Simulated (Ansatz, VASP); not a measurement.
# Two plane-wave programs on Ca

```xyz
1
Lattice="0.0000 2.6715 2.6715 2.6715 0.0000 2.6715 2.6715 2.6715 0.0000" Properties=species:S:1:pos:R:3 pbc="T T T"
Ca    0.0000    0.0000    0.0000
```

Alike in both runs: task single point; functional LDA; k mesh 10 × 10 × 10; no spin polarisation.

|  | VASP | Ansatz |
| --- | --- | --- |
| version | VASP 6.6.1 | Ansatz 0.2.0 |
| potentials or method | VASP PAW LDA potentials, release 64 (Ca_sv), cutoff 520 eV | plane waves (420 eV) with PAW, scalar-relativistic |
| occupations | methfessel-paxton of order 1, width 0.3 eV | cold, width 0.3 eV |
| valence electrons in the cell | 10 | 10 |

|  | VASP | Ansatz | Ansatz less VASP |
| --- | --- | --- | --- |
| pressure (GPa) | 0.0 | -0.1 | -0.01 |

Ansatz warns that its potentials were made for another functional, while VASP's fit it. LDA's correlation is that of Perdew and Zunger in VASP and of Perdew and Wang (1992) in Ansatz.
